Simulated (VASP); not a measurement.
A run of VASP 6.6.1 is set up as follows.

POSCAR

```
MgB2
1.0
    3.0437085624      0.0000000000      0.0000000000
   -1.5218542812      2.6359289368      0.0000000000
    0.0000000000      0.0000000000      3.4130684338
Mg B
1 2
Direct
    0.0000000000      0.0000000000      0.0000000000
    0.3333333333      0.6666666667      0.5000000000
    0.6666666667      0.3333333333      0.5000000000
```

Contents of INCAR.step1:

```
ALGO = Normal
EDIFF = 1E-5
ENCUT = 920
GGA = PE
GGA_COMPAT = False
ISMEAR = 0
LASPH = True
LCHARG = False
LREAL = False
LWAVE = True
NBANDS = 15
NELM = 120
PREC = Accurate
SIGMA = 0.05
```

INCAR.step2

```
ALGO = Normal
BPARAM = 11.95
CPARAM = 0.0093
EDIFF = 1E-6
ENCUT = 920
GGA_COMPAT = False
ISIF = 2
ISMEAR = 0
ISTART = 1
IVDW_NL = 2
LASPH = True
LCHARG = False
LMIXTAU = True
LREAL = False
LUSE_VDW = True
LWAVE = False
METAGGA = R2SCAN
NBANDS = 15
NELM = 120
PREC = Accurate
SIGMA = 0.05
```

File KPOINTS:

```
k-points
0
Gamma
  8 8 6
```

Potentials or basis: VASP PAW PBE potentials, release 64 (Mg_sv, B).

Run with:

```console
$ cat potpaw_PBE.64/Mg_sv/POTCAR potpaw_PBE.64/B/POTCAR > POTCAR
$ cp INCAR.step1 INCAR
$ mpirun -np 1 vasp_std > vasp.out
$ cp INCAR.step2 INCAR
$ mpirun -np 1 vasp_std > vasp.out
```

Q: Estimate the pressure.

A: 6.7 GPa.

Q: What does it give for the band gap on the k mesh?

A: Zero (bands 8 and 9 overlap by 2.90 eV).

Stress tensor (GPa, compression positive):
```
6.70 0.00 0.00
0.00 6.70 0.00
0.00 0.00 6.59
```

Caveat: the cell stands under pressure; the PAW data sets were made with another functional, which shifts forces and pressure a little.
